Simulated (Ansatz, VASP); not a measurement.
**One calculation of BN, two programs**

File INCAR:

```
SYSTEM = BN
ALGO = Normal ; EDIFF = 1E-6
ENCUT = 520 ; GGA = PE
ISIF = 2 ; ISMEAR = 0
LASPH = .True. ; LCHARG = .False.
LREAL = .False. ; LWAVE = .False.
NBANDS = 11 ; NELM = 80
PREC = Accurate ; SIGMA = 0.05
```

Contents of KPOINTS:

```
k-points
0
Gamma
  12 12 12
  0 0 0
```

The input POSCAR:

```
BN
1.0
    0.0475741484      1.8123485119      1.8123485119
    1.8123485119      0.0475741484      1.8123485119
    1.8599226603      1.8599226603      0.0000000000
B N
1 1
Direct
    0.0000000000      0.0000000000      0.0000000000
    0.7500000000      0.7500000000      0.7500000000
```

Input for Ansatz:

```yaml
crystal:
  lattice:
    - [0.0475741484, 1.8123485119, 1.8123485119]
    - [1.8123485119, 0.0475741484, 1.8123485119]
    - [1.8599226603, 1.8599226603, 0.0]
  atoms:
    - { symbol: B, position: [0.0, 0.0, 0.0] }
    - { symbol: "N", position: [0.75, 0.75, 0.75] }
basis:
  ecutwfc: 420
kpoints:
  mp_grid: { grid: [12, 12, 12] }
hamiltonian:
  xc: pbe
scf:
  occupations: { method: gaussian, width: 0.05 }
output:
  forces: true
  stress: true
  eigenvalues: true
  write_density: true
  write_potential: true
  elf: true
  volumetric_format: npy
```

Change from the starting cell: strain +0.0525 x Voigt [0, 0, 0, 0, 0, 1], atoms carried along.

Alike in both runs: task single point; functional PBE; k mesh 12 × 12 × 12; occupations gaussian, width 0.05 eV; no spin polarisation.

|  | VASP | Ansatz |
| --- | --- | --- |
| version | VASP 6.6.1 | Ansatz 0.2.0 |
| potentials or method | VASP PAW PBE potentials, release 64 (B, N), cutoff 520 eV | scalar-relativistic, plane waves, PAW |
| valence electrons in the cell | 8 | 8 |

|  | VASP | Ansatz | Ansatz less VASP |
| --- | --- | --- | --- |
| gap on the k mesh at the Fermi level (eV) | 4.18 | 4.19 | +0.010 |
| least direct gap on the mesh (eV) | 7.99 | 8.00 | +0.009 |
| pressure (GPa) | 1.5 | 1.2 | -0.25 |
| traceless stress, the component that is largest in VASP (GPa) | -23.48 | -23.30 | +0.178 |
| rms of the force components (eV/Å) | 0.047 | 0.042 | -0.0056 |

Atom by atom the forces differ by 0.006 eV/Å (rms over components).
